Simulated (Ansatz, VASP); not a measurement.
## Ru: VASP beside Ansatz

```
Ru
1.0
     2.70580    0.00000    0.00000
    -1.35290    2.34329    0.00000
     0.00000    0.00000    4.41036
Ru
2
Direct
  0.33333 0.66667 0.25000
  0.66667 0.33333 0.75000
```

Change from the starting cell: z stretched by +3 %, ions relaxed.

Alike in both runs: functional PBE; k mesh 20 × 20 × 11; occupations fermi-dirac, width 0.05 eV; no spin polarisation.

Ansatz relaxed the structure, and its values are those at the end. VASP's run is a single point on that final structure, the one shown.

```csv
,VASP,Ansatz
version,VASP 6.6.1,Ansatz 0.2.0
potentials or method,"VASP PAW PBE potentials, release 64 (Ru_pv)","plane-wave PAW, scalar-relativistic"
plane-wave cutoff (eV),520,420
valence electrons in the cell,28,32
```

Ansatz gave:

| Property | Result |
| --- | --- |
| pressure (GPa) | -4.7 |

Task: Which values does VASP return?

Result: Pressure (GPa): -4.8.

The functional is the same, so the differences come from potentials, cutoffs and numerics. VASP's potentials hold 28 valence electrons a cell and Ansatz's 32, so a difference there can come from the potentials and not from the codes. Ansatz's warnings: stress scf threshold loose.
